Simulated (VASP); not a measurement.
Input of a VASP 6.6.1 run:

Contents of INCAR:

```
  PREC = Accurate
  ENCUT = 520
  EDIFF = 1E-6
  ISMEAR = 1
  SIGMA = 0.1
  LREAL = False
  LASPH = True
  NELM = 60
  ALGO = Normal
  ISIF = 2
  LWAVE = False
  LCHARG = False
  GGA = PE
  NBANDS = 11
```

Contents of KPOINTS:

```
Automatic mesh
0
Gamma
  15 15 15
```

POSCAR

```
Ni
1.0
    0.0000000000      1.7572466680      1.7572466680
    1.7572466680      0.0000000000      1.7572466680
    1.7572466680      1.7572466680      0.0000000000
Ni
1
Direct
    0.0000000000      0.0000000000      0.0000000000
```

Potentials or basis: VASP PAW PBE potentials, release 64 (Ni).

Command:

```bash
$ cat potpaw_PBE.64/Ni/POTCAR > POTCAR
$ mpirun -np 1 vasp_std > vasp.out
```

**Question.** Estimate the pressure.

**Answer.** -0.7 GPa.

**Question.** Predict the band gap on the k mesh.

**Answer.** Zero (band 5 reaches 9.37 eV, above the bottom of band 6 at 8.43 eV).

Caveat: the run has no spin polarisation, though such a crystal can be magnetic. Spin polarisation is off, so any magnetic state and its effect on volume and gap are missing.
